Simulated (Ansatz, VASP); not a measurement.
## BaCaS2: VASP beside Ansatz

INCAR

```
PREC     = Accurate       # precision mode
ENCUT    = 520            # plane-wave cutoff, eV
EDIFF    = 1E-6           # SCF threshold, eV
ISMEAR   = 0              # smearing method
SIGMA    = 0.01           # smearing width, eV
LREAL    = F              # projectors in reciprocal space
LASPH    = T              # aspherical terms in the spheres
NELM     = 80             # most SCF steps
ALGO     = Normal         # electronic algorithm
ISIF     = 2              # what is computed and relaxed
LWAVE    = F              # write WAVECAR
LCHARG   = F              # write CHGCAR
GGA      = PE             # functional
NBANDS   = 24             # bands
```

KPOINTS

```
regular mesh
0
Gamma
  6 6 6
```

File POSCAR:

```
BaCaS2
1.0
    2.1425046739      1.2369756502      7.0419854758
   -2.1425046739      1.2369756502      7.0419854758
    0.0000000000     -2.4739513004      7.0419854758
Ca Ba S
1 1 2
Direct
    1.0000000000      0.0000000000      0.0000000000
    0.5000000000      0.5000000000      0.5000000000
    0.2588089446      0.2588089446      0.2588089446
    0.7411910554      0.7411910554      0.7411910554
```

Input for Ansatz:

```yaml
crystal:
  lattice:
    - [2.1425046739, 1.2369756502, 7.0419854758]
    - [-2.1425046739, 1.2369756502, 7.0419854758]
    - [0.0, -2.4739513004, 7.0419854758]
  atoms:
    - { symbol: Ca, position: [1.0, 0.0, 0.0] }
    - { symbol: Ba, position: [0.5, 0.5, 0.5] }
    - { symbol: S, position: [0.2588089446, 0.2588089446, 0.2588089446] }
    - { symbol: S, position: [0.7411910554, 0.7411910554, 0.7411910554] }
kpoints:
  mp_grid: { grid: [6, 6, 6] }
hamiltonian:
  xc: pbe
scf:
  occupations: { method: fixed }
  n_extra_bands: 5
output:
  forces: true
  stress: true
  eigenvalues: true
```

Alike in both runs: task single point; functional PBE; k mesh 6 × 6 × 6; no spin polarisation.

|  | VASP | Ansatz |
| --- | --- | --- |
| version | VASP 6.6.1 | Ansatz 0.2.0 |
| potentials or method | VASP PAW PBE potentials, release 64 (Ca_sv, Ba_sv, S) | plane waves, PAW |
| plane-wave cutoff (eV) | 520 | 420 |
| occupations | gaussian, width 0.01 eV | fixed |
| valence electrons in the cell | 32 | 32 |

|  | VASP | Ansatz | Ansatz less VASP |
| --- | --- | --- | --- |
| gap on the k mesh at the Fermi level (eV) | 2.06 | 2.13 | +0.070 |
| pressure (GPa) | 0.5 | 0.0 | -0.47 |
| rms of the force components (eV/Å) | 0.028 | 0.001 | -0.0269 |

Atom by atom the forces differ by 0.027 eV/Å (rms over components).

Spin-orbit coupling is off throughout.
